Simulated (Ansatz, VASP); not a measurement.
**MgO: VASP beside Ansatz**

Contents of INCAR:

```
PREC = Accurate
ENCUT = 840
EDIFF = 1E-6
ISMEAR = 0
SIGMA = 0.01
LREAL = False
LASPH = True
NELM = 120
ALGO = Normal
ISIF = 2
LWAVE = False
LCHARG = False
GGA = CA
NBANDS = 15
GGA_COMPAT = False
```

The input KPOINTS:

```
regular mesh
0
Gamma
  6 6 6
```

POSCAR

```
MgO
1.0
   -0.0103972712      2.1375808052      2.0819584090
    2.0894708883     -0.0171284526      2.0886895904
    2.0763991744      2.1312302561     -0.0040467221
Mg O
1 1
Direct
    0.9960300000      0.0476900000      0.9449100000
    0.5139600000      0.5606200000      0.4707200000
```

Input for Ansatz:

```yaml
crystal:
  lattice:
    - [-0.01039727124649326, 2.1375808052171497, 2.0819584090401]
    - [2.089470888264445, -0.01712845263150624, 2.0886895904251133]
    - [2.0763991744140853, 2.1312302561128362, -0.004046722142180421]
  atoms:
    - { symbol: Mg, position: [0.99603, 0.04769, 0.94491] }
    - { symbol: O, position: [0.51396, 0.56062, 0.47072] }
basis:
  ecutwfc: 540.0
  xc_grid: 2
kpoints:
  mp_grid:
    grid: [6, 6, 6]
hamiltonian:
  xc: lda
scf:
  convergence:
    dr2_threshold: 1.0e-09
  occupations:
    method: fixed
output:
  forces: true
  stress: true
```

Alike in both runs: task single point; functional LDA; k mesh 6 × 6 × 6; no spin polarisation.

|  | VASP | Ansatz |
| --- | --- | --- |
| version | VASP 6.6.1 | Ansatz 0.2.0 |
| potentials or method | VASP PAW LDA potentials, release 64 (Mg_sv, O), cutoff 840 eV | plane waves, PAW |
| occupations | gaussian, width 0.01 eV | fixed |
| valence electrons in the cell | 16 | 16 |

|  | VASP | Ansatz | Ansatz less VASP |
| --- | --- | --- | --- |
| pressure (GPa) | -3.5 | -4.1 | -0.52 |
| traceless stress, the component that is largest in VASP (GPa) | -2.68 | -2.58 | +0.104 |
| rms of the force components (eV/Å) | 0.397 | 0.385 | -0.0126 |

LDA's correlation is that of Perdew and Zunger in VASP and of Perdew and Wang (1992) in Ansatz. Atom by atom the forces differ by 0.013 eV/Å (rms over components). Ansatz's warnings: stress scf threshold loose.

The k mesh is coarse, so the values compare programs but aren't converged.
